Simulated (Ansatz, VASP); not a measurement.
W2Cl3 in VASP and in Ansatz

INCAR

```
SYSTEM = W2Cl3
PREC = Accurate
ENCUT = 600
EDIFF = 1E-6
ISMEAR = 0
SIGMA = 0.1
LREAL = .False.
LASPH = .True.
NELM = 80
ALGO = Normal
ISIF = 3
LWAVE = .False.
LCHARG = .False.
GGA = PE
IBRION = 2
NSW = 100
EDIFFG = -0.01
```

KPOINTS

```
regular mesh
0
Gamma
  12 12 4
  0 0 0
```

POSCAR

```
W2Cl3
1.0
    3.8434616817      0.0000000000      0.0000000000
   -1.9217308409      3.3285354549      0.0000000000
    0.0000000000      0.0000000000      8.7448083135
W Cl
2 3
Direct
    0.3333333333      0.6666666667      0.1015756880
    0.6666666667      0.3333333333      0.8984243120
    0.0000000000      0.0000000000      0.0000000000
    0.3333333333      0.6666666667      0.7099483443
    0.6666666667      0.3333333333      0.2900516557
```

Input for Ansatz:

```yaml
crystal:
  lattice:
    - [3.8434616817, 0.0, 0.0]
    - [-1.9217308409, 3.3285354549, 0.0]
    - [0.0, 0.0, 8.7448083135]
  atoms:
    - { symbol: W, position: [0.3333333333, 0.6666666667, 0.101575688] }
    - { symbol: W, position: [0.6666666667, 0.3333333333, 0.898424312] }
    - { symbol: Cl, position: [0.0, 0.0, 0.0] }
    - { symbol: Cl, position: [0.3333333333, 0.6666666667, 0.7099483443] }
    - { symbol: Cl, position: [0.6666666667, 0.3333333333, 0.2900516557] }
basis:
  ecutwfc: 420
kpoints:
  mp_grid: { grid: [12, 12, 4] }
hamiltonian:
  xc: pbe
scf:
  occupations: { method: gaussian, width: 0.1 }
output:
  forces: true
  stress: true
  eigenvalues: true
relax:
  adjacent_minimum: "off"
  f_tol: 0.01
  max_steps: 80
  cell: { stress_tol: 0.05 }
```

Alike in both runs: task relaxation of cell and atoms; functional PBE; k mesh 12 × 12 × 4; occupations gaussian, width 0.1 eV; no spin polarisation.

```csv
,VASP,Ansatz
version,VASP 6.6.1,Ansatz 0.2.0
potentials or method,"VASP PAW PBE potentials, release 64 (W_sv, Cl), cutoff 600 eV","scalar-relativistic, plane waves, PAW"
valence electrons in the cell,49,49
```

```csv
,VASP,Ansatz,Ansatz less VASP
"gap on the k mesh at the Fermi level, each at its own relaxed structure (eV)",none,none,-
relaxed volume (Å³/atom),22.45,22.37,-0.086
relaxed length of the cell vector where the two differ most in proportion (Å),3.851,3.839,-0.0113
```

A gap of «none» marks a metal or a gap that the smearing closes.

Neither program's run includes spin-orbit coupling.
